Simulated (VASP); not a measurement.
Na2S:

```
Na S
1.0
     0.00000    3.24915    3.24915
     3.24915    0.00000    3.24915
     3.24915    3.24915    0.00000
Na S
2 1
Direct
  0.25000 0.25000 0.25000
  0.75000 0.75000 0.75000
  0.00000 0.00000 0.00000
```

* Program: VASP 6.6.1
* Task: relaxation of cell and atoms
* Functional: PBE
* Potentials or basis: VASP PAW PBE potentials, release 64 (Na_pv, S)
* Cutoff: 500 eV
* k mesh: 6 × 6 × 6
* Occupations: fermi-dirac, width 0.02 eV
* Spin: no spin polarisation

At the start: pressure 1.0 GPa; volume 22.87 Å³/atom.

Task: How do energy, volume and symmetry change on relaxing?

Result: Over 3 steps the energy falls by 2.1 meV/atom and the volume is 23.63 Å³/atom (+3.3 %); space group Fm-3m (No. 225, to 0.1 Å) before and after.

The path:
```
step  energy change (eV)  largest force (eV/Å)  pressure (GPa)  volume (Å³)
   1              0.0000                0.0000            0.97        68.60
   2             -0.0056                0.0000            0.34        69.99
   3             -0.0064                0.0000           -0.03        70.88
```

Final structure:
```
Na S
1.0
     0.00000    3.28469    3.28469
     3.28469    0.00000    3.28469
     3.28469    3.28469    0.00000
Na S
2 1
Direct
  0.25000 0.25000 0.25000
  0.75000 0.75000 0.75000
  0.00000 0.00000 0.00000
```
